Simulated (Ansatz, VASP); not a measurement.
## Two plane-wave programs on AlOs3

```
CELL_PARAMETERS angstrom
3.77339 0.00000 0.00000
0.00000 3.77339 0.00000
0.00000 0.00000 3.77339
ATOMIC_POSITIONS crystal
Al 0.00000 0.00000 0.00000
Os 0.00000 0.50000 0.50000
Os 0.50000 0.00000 0.50000
Os 0.50000 0.50000 0.00000
```

Alike in both runs: task single point; functional PBE; k mesh 6 × 6 × 6; occupations gaussian, width 0.1 eV; no spin polarisation.

|  | VASP | Ansatz |
| --- | --- | --- |
| version | VASP 6.6.1 | Ansatz 0.2.0 |
| potentials or method | VASP PAW PBE potentials, release 64 (Al, Os), cutoff 520 eV | scalar-relativistic, plane waves, PAW |
| valence electrons in the cell | 27 | 51 |

|  | VASP | Ansatz | Ansatz less VASP |
| --- | --- | --- | --- |
| gap on the k mesh at the Fermi level (eV) | none | none | - |
| pressure (GPa) | 24.1 | 23.5 | -0.60 |

A gap of «none» marks a metal or a gap that the smearing closes. With one functional, cell and mesh, what is left measures potentials, basis and numerics. VASP's potentials hold 27 valence electrons a cell and Ansatz's 51, so a difference there can come from the potentials and not from the codes.

Neither program's run includes spin-orbit coupling.
